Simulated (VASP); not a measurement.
Crystal: NaF.

```xyz
2
Lattice="0.0000 2.2972 2.2972 2.2972 0.0000 2.2972 2.2972 2.2972 0.0000" Properties=species:S:1:pos:R:3 pbc="T T T"
Na    0.0000    0.0000    0.0000
F     2.2972    2.2972    2.2972
```

Base run:

| Property | Result |
| --- | --- |
| Program | VASP 6.6.1 |
| Functional | PBE |
| Potentials or basis | VASP PAW PBE potentials, release 64 (Na_pv, F) |
| Cutoff | 520 eV |
| k mesh | 6 × 6 × 6 |
| Occupations | gaussian, width 0.01 eV |
| Spin | no spin polarisation |

Its results: band gap on the k mesh 6.44 eV; pressure 3.5 GPa.

After a change of settings the same cell gave: band gap on the k mesh 12.25 eV; pressure -1.7 GPa. Which change was it?
A. functional from PBE to PBE-based screened hybrid with 20 % exact exchange; k mesh from 6 × 6 × 6 to 4 × 4 × 4
B. functional from PBE to HSE06; k mesh from 6 × 6 × 6 to 4 × 4 × 4
C. functional from PBE to PBE-based screened hybrid with 75 % exact exchange; k mesh from 6 × 6 × 6 to 4 × 4 × 4
D. functional from PBE to PBE-based screened hybrid with 30 % exact exchange; k mesh from 6 × 6 × 6 to 4 × 4 × 4

C.

Caveats: some runs use coarse meshes; the cell stands under pressure (at least some runs); the PAW data sets were made with another functional, which shifts forces and pressure a little (at least some runs).
